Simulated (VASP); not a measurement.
# Li (P6_3/mcm) in VASP: further runs

The runs below take Li through single point, relaxation of cell and atoms, with PBE.

Program: VASP 6.6.1. These are calculated values, not measurements. Logs are shortened: lines on timing, memory, paths and dates and some standing lists are left out, and cuts for length are marked.

**1. The cell of the first run**

It takes space group P6_3/mcm (No. 193, hexagonal). The conventional cell has a = 5.577 Å, b = 5.577 Å, c = 4.913 Å, α = 90.00°, β = 90.00°, γ = 120.00°. Within 3.3 Å of Li (site symmetry m2m) lie 6 Li at 2.51 to 2.83 Å.

**2. Single point, PBE**

INCAR reads:

```
PREC = Accurate ; ENCUT = 520
EDIFF = 1E-7 ; ISMEAR = 0
SIGMA = 0.1 ; LREAL = F
LASPH = T ; NELM = 80
ALGO = Normal ; ISIF = 2
LWAVE = F ; LCHARG = F
GGA = PE ; NBANDS = 18
```

KPOINTS reads:

```
regular mesh
0
Gamma
  6 6 4
```

POSCAR reads:

```
Li
1.0
    5.5770088900      0.0000000000      0.0000000000
   -2.7885044500      4.8298313800      0.0000000000
    0.0000000000      0.0000000000      4.9129789400
Li
6
Direct
    0.4518212000      0.0000000000      0.2500000000
    0.0000000000      0.4518212000      0.2500000000
    0.5481788000      0.5481788000      0.2500000000
    0.5481788000      0.0000000000      0.7500000000
    0.0000000000      0.5481788000      0.7500000000
    0.4518212000      0.4518212000      0.7500000000
```

Potentials or basis: VASP PAW PBE potentials, release 64 (Li_sv).

Run with:

```
$ cat potpaw_PBE.64/Li_sv/POTCAR > POTCAR
$ mpirun -np 1 vasp_std > vasp.out
```

OUTCAR:

```text
PREC = Accurate
   ENCUT = 520
   EDIFF = 1E-7
   ISMEAR = 0
   LREAL = F
   LASPH = T
   NELM = 80
   ISIF = 2
   GGA = PE

 ion  position               nearest neighbor table
   1  0.452  0.000  0.250-   4 2.51   4 2.51
   2  0.000  0.452  0.250-   5 2.51   5 2.51
   3  0.548  0.548  0.250-   6 2.51   6 2.51
   4  0.548  0.000  0.750-   1 2.51   1 2.51
   5  0.000  0.548  0.750-   2 2.51   2 2.51
   6  0.452  0.452  0.750-   3 2.51   3 2.51

  LATTYP: Found a hexagonal cell.
 ALAT       =     5.5770088900
 C/A-ratio  =     0.8809343928

  Lattice vectors:

 A1 = (   5.5770088900,   0.0000000000,   0.0000000000)
 A2 = (  -2.7885044500,   4.8298313800,   0.0000000000)
 A3 = (   0.0000000000,   0.0000000000,   4.9129789400)

Analysis of symmetry for initial positions (statically):
=====================================================================
 Subroutine PRICEL returns:
 Original cell was already a primitive cell.

 Routine SETGRP: Setting up the symmetry group for a
 hexagonal supercell.

 Subroutine GETGRP returns: Found 24 space group operations
 (whereof 12 operations were pure point group operations)
 out of a pool of 24 trial point group operations.

The static configuration has the point symmetry D_3d.
 The point group associated with its full space group is D_6h.

Analysis of symmetry for dynamics (positions and initial velocities):
=====================================================================
 Subroutine PRICEL returns:
 Original cell was already a primitive cell.

 Routine SETGRP: Setting up the symmetry group for a
 hexagonal supercell.

 Subroutine GETGRP returns: Found 24 space group operations
 (whereof 12 operations were pure point group operations)
 out of a pool of 24 trial point group operations.

The dynamic configuration has the point symmetry D_3d.
 The point group associated with its full space group is D_6h.

 Subroutine INISYM returns: Found 24 space group operations
 (whereof 12 operations are pure point group operations),
 and found     1 'primitive' translations

----------------------------------------------------------------------------------------

                                     Primitive cell

  volume of cell :     132.3361

  direct lattice vectors                    reciprocal lattice vectors
     5.577008890  0.000000000  0.000000000     0.179307586  0.103523283  0.000000000
    -2.788504450  4.829831380  0.000000000     0.000000000  0.207046566  0.000000000
     0.000000000  0.000000000  4.912978940     0.000000000  0.000000000  0.203542497

  length of vectors
     5.577008890  5.577008896  4.912978940     0.207046566  0.207046566  0.203542497

  position of ions in fractional coordinates (direct lattice)
     0.451821200  0.000000000  0.250000000
     0.000000000  0.451821200  0.250000000
     0.548178800  0.548178800  0.250000000
     0.548178800  0.000000000  0.750000000
     0.000000000  0.548178800  0.750000000
     0.451821200  0.451821200  0.750000000

  ion indices of the primitive-cell ions
   primitive index   ion index
                 1           1
                 2           2
                 3           3
                 4           4
                 5           5
                 6           6

----------------------------------------------------------------------------------------

 KPOINTS: regular mesh

Automatic generation of k-mesh.
 Grid dimensions read from file:
 generate k-points for:    6    6    4

 Generating k-lattice:

  Cartesian coordinates                     Fractional coordinates (reciprocal lattice)
     0.029884598  0.017253881  0.000000000     0.166666667  0.000000000  0.000000000
     0.000000000  0.034507761  0.000000000     0.000000000  0.166666667  0.000000000
     0.000000000  0.000000000  0.050885624     0.000000000  0.000000000  0.250000000

  Length of vectors
     0.034507761  0.034507761  0.050885624

  Shift w.r.t. Gamma in fractional coordinates (k-lattice)
     0.000000000  0.000000000  0.000000000

 Subroutine IBZKPT returns following result:
 ===========================================

 Found     21 irreducible k-points:

 Following reciprocal coordinates:
            Coordinates               Weight
  0.000000  0.000000  0.000000      1.000000
  0.166667  0.000000  0.000000      6.000000
  0.333333  0.000000  0.000000      6.000000
  0.500000 -0.000000  0.000000      3.000000
  0.166667  0.166667  0.000000      6.000000
  0.333333  0.166667  0.000000     12.000000
[... 13 lines left out ...]
  0.333333  0.166667  0.500000     12.000000
  0.333333  0.333333  0.500000      2.000000
   k-points           NKPTS =     21   k-points in BZ     NKDIM =     21   number of bands    NBANDS=     18
   number of dos      NEDOS =    301   number of ions     NIONS =      6
   total plane-waves  NPLWV =  70560
   dimension x,y,z NGX =    42 NGY =   42 NGZ =   40
   dimension x,y,z NGXF=    84 NGYF=   84 NGZF=   80
   ions per type =               6
   NGX,Y,Z   is equivalent  to a cutoff of  12.52, 12.52, 13.54 a.u.
   NGXF,Y,Z  is equivalent  to a cutoff of  25.04, 25.04, 27.07 a.u.
 SYSTEM =  unknown system
   PREC   = accura    normal or accurate (medium, high low for compatibility)
   ISTART =      0    job   : 0-new  1-cont  2-samecut
   ICHARG =      2    charge: 1-file 2-atom 10-const
   ISPIN  =      1    spin polarized calculation?
   LNONCOLLINEAR =      F non collinear calculations
   LSORBIT =      F    spin-orbit coupling
   LASPH  =      T    aspherical Exc in radial PAW
   ENCUT  =  520.0 eV  38.22 Ry    6.18 a.u.  10.37 10.37  9.13*2*pi/ulx,y,z
   NELM   =     80;   NELMIN=  2; NELMDL= -5     # of ELM steps
   EDIFF  = 0.1E-06   stopping-criterion for ELM
   LREAL  =      F    real-space projection
   EDIFFG = 0.1E-05   stopping-criterion for IOM
   NSW    =      0    number of steps for IOM
   IBRION =     -1    ionic relax: 0-MD 1-quasi-New 2-CG
   NFREE  =      0    steps in history (QN), initial steepest desc. (CG)
   ISIF   =      2    stress and relaxation
   ISYM   =      2    0-nonsym 1-usesym 2-fastsym
   POTIM  = 0.5000    time-step for ionic-motion
   TEBEG  =    0.0;   TEEND  =   0.0 temperature during run
   PSTRESS=    0.0 pullay stress
   NELECT =      18.0000    total number of electrons
   NUPDOWN=      -1.0000    fix difference up-down
   EMIN   =  10.00;   EMAX   =-10.00  energy-range for DOS
   EFERMI =   0.00;   METHOD = LEGACY
   ISMEAR =     0;   SIGMA  =   0.10  broadening in eV -4-tet -1-fermi 0-gaus
   EFERMI_NEDOS =   21; number of points for ismear=-14 and -15
   IALGO  =     38    algorithm
   IMIX   =      4    mixing-type and parameters
     AMIX     =   0.40;   BMIX     =  1.00
     AMIX_MAG =   1.60;   BMIX_MAG =  1.00
  volume/ion in A,a.u.               =      22.06       148.84
  Fermi-wavevector in a.u.,A,eV,Ry     =   0.841924  1.591006  9.644301  0.708836
  Thomas-Fermi vector in A             =   1.956547
   LORBIT       =      0    0 simple, 1 ext, 2 COOP (PROOUT), +10 PAW based schemes
   GGA     = PE    functional components
   LHFCALC =     F    Hartree Fock is set to
   AEXX    =    0.0000 exact exchange contribution
   IVDW    =     0    specifies the selected vdW correction
   LEPSILON=     F    determine dielectric tensor
   LRPA    =     F    only Hartree local field effects (RPA)
 non-spin polarized calculation
 Gauss-broadening in eV      SIGMA  =   0.10
  energy-cutoff  :      520.00
  volume of cell :      132.34
 maximum number of plane-waves:      3592
 NGX is ok and might be reduce to    42
   NGX = 21   NGY = 21   NGZ = 19

 number of electron      18.0000030 magnetization

 Free energy of the ion-electron system (eV)
  ---------------------------------------------------
  ext. energy  EPLUGINS =         0.00000000
  ---------------------------------------------------
  free energy    TOTEN  =       -10.02383645 eV

  energy without entropy =      -10.00809585  energy(sigma->0) =      -10.01596615

 E-fermi :   0.2796     XC(G=0):  -6.7276

 val. band max:        0.2455962620   @ k =   0.0000   0.0000   0.2500
 cond. band min:       0.3096265102   @ k =   0.3333   0.1667   0.2500
 fundamental gap:      0.0640302482
 Fermi energy:         0.2795903840

 k-point     1 :       0.0000    0.0000    0.0000
  band No.  band energies     occupation
      1     -46.4399      2.00000
      2     -46.4165      2.00000
      3     -46.4165      2.00000
      4     -46.3913      2.00000
      5     -46.3720      2.00000
      6     -46.3720      2.00000
[... 10 lines left out ...]
     17       4.8984      0.00000
     18       4.9039      0.00000

 k-point     2 :       0.1667    0.0000    0.0000
  band No.  band energies     occupation
      1     -46.4386      2.00000
      2     -46.4179      2.00000
      3     -46.4165      2.00000
      4     -46.3902      2.00000
      5     -46.3732      2.00000
      6     -46.3720      2.00000
[... 10 lines left out ...]
     17       4.8333      0.00000
     18       4.9371      0.00000

 k-point     3 :       0.3333    0.0000    0.0000
  band No.  band energies     occupation
      1     -46.4350      2.00000
      2     -46.4215      2.00000
      3     -46.4165      2.00000
      4     -46.3872      2.00000
      5     -46.3761      2.00000
      6     -46.3721      2.00000
[... 10 lines left out ...]
     17       5.1401      0.00000
     18       6.2477      0.00000

 k-point     4 :       0.5000   -0.0000    0.0000
  band No.  band energies     occupation
      1     -46.4322      2.00000
      2     -46.4244      2.00000
      3     -46.4165      2.00000
      4     -46.3849      2.00000
      5     -46.3785      2.00000
      6     -46.3721      2.00000
[... 10 lines left out ...]
     17       5.8818      0.00000
     18       5.9382      0.00000

 k-point     5 :       0.1667    0.1667    0.0000
  band No.  band energies     occupation
      1     -46.4360      2.00000
      2     -46.4204      2.00000
      3     -46.4165      2.00000
      4     -46.3881      2.00000
      5     -46.3752      2.00000
      6     -46.3721      2.00000
[... 10 lines left out ...]
     17       5.3500      0.00000
     18       5.8741      0.00000

 k-point     6 :       0.3333    0.1667    0.0000
  band No.  band energies     occupation
      1     -46.4321      2.00000
      2     -46.4243      2.00000
      3     -46.4165      2.00000
      4     -46.3848      2.00000
      5     -46.3784      2.00000
      6     -46.3720      2.00000
[... 10 lines left out ...]
     17       5.4794      0.00000
     18       6.6699      0.00000

 k-point     7 :       0.3333    0.3333    0.0000
  band No.  band energies     occupation
      1     -46.4282      2.00000
      2     -46.4282      2.00000
      3     -46.4165      2.00000
      4     -46.3816      2.00000
      5     -46.3816      2.00000
      6     -46.3720      2.00000
[... 10 lines left out ...]
     17       4.9130      0.00000
     18       7.0539      0.00000

 k-point     8 :       0.0000    0.0000    0.2500
  band No.  band energies     occupation
      1     -46.4329      2.00000
      2     -46.4100      2.00000
      3     -46.4100      2.00000
      4     -46.3984      2.00000
      5     -46.3786      2.00000
      6     -46.3786      2.00000
[... 10 lines left out ...]
     17       4.8191      0.00000
     18       5.2300      0.00000
[... 166 lines left out ...]
     17       5.2465      0.00000
     18       5.2465      0.00000

 k-point    17 :       0.3333    0.0000    0.5000
  band No.  band energies     occupation
      1     -46.4111      2.00000
      2     -46.4111      2.00000
      3     -46.3988      2.00000
      4     -46.3988      2.00000
      5     -46.3943      2.00000
      6     -46.3943      2.00000
[... 10 lines left out ...]
     17       6.1543      0.00000
     18       6.1543      0.00000

 k-point    18 :       0.5000   -0.0000    0.5000
  band No.  band energies     occupation
      1     -46.4085      2.00000
      2     -46.4085      2.00000
      3     -46.4014      2.00000
      4     -46.4014      2.00000
      5     -46.3943      2.00000
      6     -46.3943      2.00000
[... 10 lines left out ...]
     17       7.0430      0.00000
     18       7.0430      0.00000

 k-point    19 :       0.1667    0.1667    0.5000
  band No.  band energies     occupation
      1     -46.4121      2.00000
      2     -46.4121      2.00000
      3     -46.3979      2.00000
      4     -46.3979      2.00000
      5     -46.3943      2.00000
      6     -46.3943      2.00000
[... 10 lines left out ...]
     17       6.3127      0.00000
     18       6.3127      0.00000

 k-point    20 :       0.3333    0.1667    0.5000
  band No.  band energies     occupation
      1     -46.4085      2.00000
      2     -46.4085      2.00000
      3     -46.4014      2.00000
      4     -46.4014      2.00000
      5     -46.3943      2.00000
      6     -46.3943      2.00000
[... 10 lines left out ...]
     17       7.2135      0.00000
     18       7.2142      0.00000

 k-point    21 :       0.3333    0.3333    0.5000
  band No.  band energies     occupation
      1     -46.4050      2.00000
      2     -46.4050      2.00000
      3     -46.4050      2.00000
      4     -46.4050      2.00000
      5     -46.3943      2.00000
      6     -46.3943      2.00000
[... 10 lines left out ...]
     17       6.6178      0.00000
     18       6.6178      0.00000

------------------------ aborting loop because EDIFF is reached ----------------------------------------

  FORCE on cell =-STRESS in cart. coord.  units (eV):
  Direction    XX          YY          ZZ          XY          YZ          ZX
  --------------------------------------------------------------------------------------
  -------------------------------------------------------------------------------------
  Total       -0.0794531     -0.0794531      3.9162224      0.0000000      0.0000000     -0.0000000
  in kB       -0.9619297     -0.9619297     47.4132499      0.0000000      0.0000000     -0.0000000
  external PRESSURE =      15.1631302 kB  Pullay stress =       0.0000000 kB

 VOLUME and BASIS-vectors are now :
 -----------------------------------------------------------------------------
  energy-cutoff  :      520.00
  volume of cell :      132.34
      direct lattice vectors                 reciprocal lattice vectors
     5.577008890  0.000000000  0.000000000     0.179307586  0.103523283  0.000000000
    -2.788504450  4.829831380  0.000000000     0.000000000  0.207046566  0.000000000
     0.000000000  0.000000000  4.912978940     0.000000000  0.000000000  0.203542497

 POSITION                                       TOTAL-FORCE (eV/Angst)
 -----------------------------------------------------------------------------------
      2.51981      0.00000      1.22824        -0.402851     -0.000000      0.000000
     -1.25991      2.18222      1.22824         0.201426     -0.348879      0.000000
      1.52860      2.64761      1.22824         0.201426      0.348879      0.000000
      3.05720      0.00000      3.68473         0.402851     -0.000000     -0.000000
     -1.52860      2.64761      3.68473        -0.201426      0.348879     -0.000000
      1.25991      2.18222      3.68473        -0.201426     -0.348879      0.000000
 -----------------------------------------------------------------------------------
    total drift:                                0.000000      0.000000      0.000000

  FREE ENERGIE OF THE ION-ELECTRON SYSTEM (eV)
  ---------------------------------------------------
  free  energy   TOTEN  =       -10.0238364498 eV

  energy  without entropy=      -10.0080958505  energy(sigma->0) =      -10.01596615
```

It took 40 s on 1 thread of AMD EPYC 7R13 (Zen 3), shared host; peak memory 0.21 GiB.

What came out:

| Quantity | Value |
| --- | --- |
| Free energy | -10.0238 eV |
| Largest force | 0.403 eV/Å |
| Band gap on the k mesh | zero (band 9 reaches 1.38 eV, above the bottom of band 10 at -0.50 eV) |

Forces in eV/Å, atoms in the order of the input:
```
Li  -0.403  0.000  0.000
Li   0.201 -0.349  0.000
Li   0.201  0.349  0.000
Li   0.403  0.000  0.000
Li  -0.201  0.349  0.000
Li  -0.201 -0.349  0.000
```

Caveat: the cutoff is under 1.25 times the usual one of these potentials, so pressure, stress and relaxed cells hold a basis-set (Pulay) error.

(Continued in part 2 of 2.)
